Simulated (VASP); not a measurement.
A run of VASP 6.6.1:

File POSCAR:

```
BN
1.0
    2.5539396017      0.0000000000      0.0000000000
   -1.2769698009      2.2117765748      0.0000000000
    0.0000000000      0.0000000000      4.2268550000
N B
2 2
Direct
    0.3333333333      0.6666666667      0.1252760000
    0.6666666667      0.3333333333      0.6252760000
    0.3333333333      0.6666666667      0.4997240000
    0.6666666667      0.3333333333      0.9997240000
```

Contents of INCAR.step1:

```
SYSTEM = BN
  ALGO = Normal
  EDIFF = 1E-5
  ENCUT = 520
  GGA = PE
  ISIF = 2
  ISMEAR = -1
  LASPH = .TRUE.
  LCHARG = .FALSE.
  LREAL = .FALSE.
  LWAVE = .TRUE.
  NBANDS = 16
  NELM = 100
  PREC = Accurate
  SIGMA = 0.05
```

Contents of INCAR.step2:

```
SYSTEM = BN
  AEXX = 0.25
  ALGO = Normal
  EDIFF = 1E-6
  ENCUT = 520
  GGA = PS
  ISIF = 2
  ISMEAR = -1
  ISTART = 1
  LASPH = .TRUE.
  LCHARG = .FALSE.
  LHFCALC = .TRUE.
  LREAL = .FALSE.
  LWAVE = .FALSE.
  NBANDS = 16
  NELM = 100
  PREC = Accurate
  PRECFOCK = Normal
  SIGMA = 0.05
```

Contents of KPOINTS:

```
k-points
0
G
  6 6 3
  0 0 0
```

Potentials or basis: VASP PAW PBE potentials, release 64 (N, B).

Launch:

```sh
$ cat potpaw_PBE.64/N/POTCAR potpaw_PBE.64/B/POTCAR > POTCAR
$ cp INCAR.step1 INCAR
$ mpirun -np 1 vasp_std > vasp.out
$ cp INCAR.step2 INCAR
$ mpirun -np 1 vasp_std > vasp.out
```

Hardware: 1 thread of Intel(R) Xeon(R) Platinum 8259CL CPU @ 2.50GHz (Skylake/Cascade Lake) (shared host).

Q: Estimate the wall time of this run.

A: Run time: 6.5 min on 1 thread of Intel(R) Xeon(R) Platinum 8259CL CPU @ 2.50GHz (Skylake/Cascade Lake) (shared host), peak memory 0.14 GiB. Counts: k points 14.
